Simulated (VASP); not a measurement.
W: single point with PBE

The system is W.

```xyz
3
Lattice="4.4914 0.0000 0.0000 -2.2457 3.8897 0.0000 0.0000 0.0000 2.5008" Properties=species:S:1:pos:R:3 pbc="T T T"
W    -2.2457    3.8897    0.0000
W     0.0000    2.5931    1.2504
W     2.2457    1.2966    1.2504
```

This isn't the form of W at room conditions, which is bcc.

```json
{"Program": "VASP 6.6.1", "Task": "single point", "Functional": "PBE", "Potentials or basis": "VASP PAW PBE potentials, release 64 (W_sv)", "Cutoff": "520 eV", "k mesh": "9 × 9 × 14", "Occupations": "fermi-dirac, width 0.1 eV", "Spin": "no spin polarisation", "Dipole correction": "no", "Further INCAR settings": "ALGO = Normal; EDIFF = 1e-06; NBANDS = 28"}
```

| Quantity | Value |
| --- | --- |
| Pressure | 47.3 GPa |
| Band gap on the k mesh | zero (bands 21 and 22 overlap by 1.13 eV) |

Stress tensor (GPa, compression positive):
```
45.96  0.00  0.00
 0.00 45.96  0.00
 0.00  0.00 49.99
```

Levels at points of the mesh, in eV from the Fermi level:
```csv
k point,band 17,band 18,band 19,band 20,band 21,band 22,band 23,band 24,band 25,band 26
"(0.00, 0.00, 0.00)",-2.77,-2.74,-2.74,-2.66,-0.47,-0.47,2.38,2.38,2.44,2.44
"(0.00, 0.00, 0.50)",-4.45,-2.73,-1.37,-1.37,0.28,0.28,3.67,3.67,4.65,4.65
```

Wall time 3 min on 1 thread of Intel Xeon 8259CL, on a shared host, peak memory 0.23 GiB.

Caveat: the cell stands under pressure; spin-orbit coupling is left out, which moves the levels of the heavy elements.
